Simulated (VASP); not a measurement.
Set up this calculation in VASP 6.6.1, as the native input.

```yaml
Task: single point
Functional: LDA
Potentials_or_basis: VASP PAW LDA potentials, release 64 (Mg, B)
Cutoff: 520 eV
k_mesh: 10 × 10 × 8
Occupations: fermi-dirac, width 0.05 eV
Spin: no spin polarisation
Dipole_correction: no
Further_INCAR_settings: ALGO = Normal; EDIFF = 1e-07; NBANDS = 11
```

The structure of MgB2 lies in POSCAR:

```
MgB2
1.0
    3.0850000000      0.0000000000      0.0000000000
   -1.5425000000      2.6716883707      0.0000000000
    0.0000000000      0.0000000000      3.5230000000
Mg B
1 2
Direct
    0.0000000000      0.0000000000      0.0000000000
    0.6666666667      0.3333333333      0.5000000000
    0.3333333333      0.6666666667      0.5000000000
```

One way to write it, as run:

INCAR

```
PREC = Accurate
ENCUT = 520
EDIFF = 1E-7
ISMEAR = -1
SIGMA = 0.05
LREAL = False
LASPH = True
NELM = 100
ALGO = Normal
ISIF = 2
LWAVE = False
LCHARG = False
NBANDS = 11
```

KPOINTS

```
regular mesh
0
Gamma
  10 10 8
```

Potentials or basis: VASP PAW LDA potentials, release 64 (Mg, B).

Command:

```bash
$ cat potpaw_LDA.64/Mg/POTCAR potpaw_LDA.64/B/POTCAR > POTCAR
$ mpirun -np 1 vasp_std > vasp.out
```

Results of the run:

```
Pressure               : -8.1 GPa
Band gap on the k mesh : zero (band 4 reaches 6.34 eV, above the bottom of band 5 at 3.89 eV)
```

It took 7.3 s on 1 thread of Intel(R) Xeon(R) 6975P-C (Granite Rapids) (shared host), peak memory 0.14 GiB.
